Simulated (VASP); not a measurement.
Set up this calculation in VASP 6.6.1, as the native input.

```yaml
Task: single point
Functional: PBE
Potentials_or_basis: VASP PAW PBE potentials, release 64 (Hg, Te)
Cutoff: 500 eV
k_mesh: 4 × 4 × 4
Occupations: gaussian, width 0.1 eV
Spin: no spin polarisation
Dipole_correction: no
Further_INCAR_settings: ALGO = Normal; EDIFF = 1e-06; NBANDS = 16
```

The structure of HgTe lies in POSCAR:

```
HgTe
1.0
    0.0000000000      3.0771170000      3.0771170000
    3.0771170000      0.0000000000      3.0771170000
    3.0771170000      3.0771170000      0.0000000000
Hg Te
1 1
Direct
    0.6160000000      0.9890000000      0.1980000000
    1.1160000000      1.4890000000      0.6980000000
```

These files were run (other wordings do the same):

INCAR

```
SYSTEM = HgTe
PREC = Accurate ; ENCUT = 500
EDIFF = 1E-6 ; ISMEAR = 0
SIGMA = 0.1 ; LREAL = .FALSE.
LASPH = .TRUE. ; NELM = 120
ALGO = Normal ; ISIF = 2
LWAVE = .FALSE. ; LCHARG = .FALSE.
GGA = PE ; NBANDS = 16
GGA_COMPAT = .FALSE.
```

KPOINTS

```
regular mesh
0
G
  4 4 4
  0 0 0
```

Potentials or basis: VASP PAW PBE potentials, release 64 (Hg, Te).

Run with:

```sh
$ cat potpaw_PBE.64/Hg/POTCAR potpaw_PBE.64/Te/POTCAR > POTCAR
$ mpirun -np 1 vasp_std > vasp.out
```

Results of the run:

The pressure is 1.1 GPa. The band gap on the k mesh is zero (bands 9 and 10 overlap by 2.42 eV).

Caveat: the k points lie up to 0.44 Å⁻¹ apart, too coarse for converged energies and pressures of a metal; spin-orbit coupling is left out, which moves the levels of the heavy elements.

Run time: 4.4 s on 1 thread of Intel(R) Xeon(R) 6975P-C (Granite Rapids), with other jobs on the host, peak memory 0.17 GiB.
